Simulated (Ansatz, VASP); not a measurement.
Two plane-wave programs on Ag

Contents of INCAR:

```
SYSTEM = Ag
  ALGO = Fast
  EDIFF = 1E-7
  ENCUT = 520
  GGA = PE
  ISIF = 2
  ISMEAR = 0
  LASPH = .TRUE.
  LCHARG = .FALSE.
  LREAL = .FALSE.
  LWAVE = .FALSE.
  NBANDS = 12
  NELM = 100
  PREC = Accurate
  SIGMA = 0.15
```

Contents of KPOINTS:

```
k-points
0
G
  24 24 24
  0 0 0
```

File POSCAR:

```
Ag
1.0
    0.0000000000      2.0476757528      2.0735956990
    2.0995156452      0.0000000000      2.0735956990
    2.0995156452      2.0476757528      0.0000000000
Ag
1
Direct
    0.0000000000      0.0000000000      0.0000000000
```

Input for Ansatz:

```yaml
crystal:
  lattice:
    - [0.0, 2.0476757528, 2.073595699]
    - [2.0995156452, 0.0, 2.073595699]
    - [2.0995156452, 2.0476757528, 0.0]
  atoms:
    - { symbol: Ag, position: [0.0, 0.0, 0.0] }
basis:
  ecutwfc: 420
kpoints:
  mp_grid: { grid: [24, 24, 24] }
hamiltonian:
  xc: pbe
scf:
  occupations: { method: gaussian, width: 0.15 }
output:
  forces: true
  stress: true
  eigenvalues: true
  write_density: true
  write_potential: true
  elf: true
  volumetric_format: npy
```

Change from the starting cell: strain +0.0125 x Voigt [1, -1, 0, 0, 0, 0], atoms carried along.

Alike in both runs: task single point; functional PBE; k mesh 24 × 24 × 24; occupations gaussian, width 0.15 eV; no spin polarisation.

```csv
,VASP,Ansatz
version,VASP 6.6.1,Ansatz 0.2.0
potentials or method,"VASP PAW PBE potentials, release 64 (Ag), cutoff 520 eV","scalar-relativistic, plane waves, PAW"
valence electrons in the cell,11,19
```

Ansatz gave:

* gap on the k mesh at the Fermi level (eV): none
* pressure (GPa): 0.0
* traceless stress, the component that is largest in VASP (GPa): -0.48

What did VASP give for the same quantities?

gap on the k mesh at the Fermi level (eV): none; pressure (GPa): -0.1; traceless stress, the component that is largest in VASP (GPa): -0.47.

A gap of «none» marks a metal or a gap that the smearing closes. VASP's potentials hold 11 valence electrons a cell and Ansatz's 19, so a difference there can come from the potentials and not from the codes.
